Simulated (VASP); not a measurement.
Runs of VASP 6.6.1 on Ba. The structure is that of space group P6_3/mmc (No. 194), or close to it. The cells are those of the table. This isn't the form of Ba at room conditions, which is bcc.

```tsv
spin	cell	k mesh	gap on the mesh (eV)	pressure (GPa)
off	a = 4.651, b = 4.651, c = 7.622 Å, angles 90.0, 90.0, 120.0°, 2 atoms	13 × 13 × 7	none	-0.7
non-collinear, zero start, SOC	a = 4.478, b = 4.478, c = 7.339 Å, angles 90.0, 90.0, 120.0°, 2 atoms	8 × 8 × 5	-	(a)
off	a = 4.595, b = 4.595, c = 7.530 Å, angles 90.0, 90.0, 120.0°, 2 atoms	13 × 13 × 7	none	-0.5
off	a = 4.537, b = 4.537, c = 7.436 Å, angles 90.0, 90.0, 120.0°, 2 atoms	13 × 13 × 7	none	-0.3
```

Alike in all rows: task single point; level PBE; potentials or basis VASP PAW PBE potentials, release 64 (Ba_sv); cutoff (eV) 520; smearing fermi-dirac 0.1 eV.

Estimate the missing entries.

(a) 0.0.

Caveats: spin-orbit coupling is left out, which moves the levels of the heavy elements (at least some runs).

A k mesh can miss the band edges, and rows without SOC leave out spin-orbit coupling on Ba.

A gap of «none» marks levels without a gap at the run's occupations.
